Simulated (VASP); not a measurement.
Set up this calculation in VASP 6.6.1, as the native input.

```
Task                   : relaxation of cell and atoms
Functional             : PBE
Potentials or basis    : VASP PAW PBE potentials, release 64 (Ge_d, P)
Cutoff                 : 600 eV
k mesh                 : 4 × 4 × 4
Occupations            : gaussian, width 0.1 eV
Spin                   : no spin polarisation
Dipole correction      : no
Further INCAR settings : ALGO = Normal; EDIFF = 1e-06; IBRION = 2; EDIFFG = -0.04; NSW = 90; ISIF = 3
```

The structure of Ge5P lies in POSCAR:

```
Ge5P
1.0
   -3.0960945800      3.0960945800      3.4069924600
    3.0960945800     -3.0960945800      3.4069924600
    3.0960945800      3.0960945800     -3.4069924600
Ge P
5 1
Direct
    0.7365215300      0.7365215300      0.4730430600
    0.2634784700      0.2634784700      0.5269569400
    0.7365215300      0.2634784700      0.0000000000
    0.2634784700      0.7365215300      0.0000000000
    0.5000000000      0.5000000000      0.0000000000
    0.0000000000      0.0000000000      0.0000000000
```

The cell was generated, and may not be a known phase.

One way to write it, as run:

INCAR

```
SYSTEM = Ge5P
ALGO = Normal ; EDIFF = 1E-6
EDIFFG = -0.04 ; ENCUT = 600
GGA = PE ; IBRION = 2
ISIF = 3 ; ISMEAR = 0
LASPH = .TRUE. ; LCHARG = .FALSE.
LREAL = .FALSE. ; LWAVE = .FALSE.
NELM = 100 ; NSW = 90
PREC = Accurate ; SIGMA = 0.1
```

KPOINTS

```
k-points
0
G
  4 4 4
  0 0 0
```

Potentials or basis: VASP PAW PBE potentials, release 64 (Ge_d, P).

The run is started by

```sh
$ cat potpaw_PBE.64/Ge_d/POTCAR potpaw_PBE.64/P/POTCAR > POTCAR
$ mpirun -np 1 vasp_std > vasp.out
```

Results of the run:

```yaml
Relaxed_volume: 23.03 Å³/atom
Relaxed_cell: a = 5.751 Å, b = 5.751 Å, c = 5.751 Å, α = 102.31°, β = 102.31°, γ = 125.01°
Space_group_after_relaxing_to_0.1_Å: I4/mmm (No. 139)
Pressure_after_relaxing: -0.1 GPa
Largest_force_after_relaxing: 0.009 eV/Å
Band_gap_on_the_k_mesh: zero (an odd number of electrons rules out a gap without spin polarisation)
```

Caveat: an odd number of electrons without spin polarisation forces a metal; a magnetic or distorted state may lie lower.

Wall time 44 min on 1 thread of Oxide Virtual Turin-like Processor, on a shared host, peak memory 0.34 GiB.
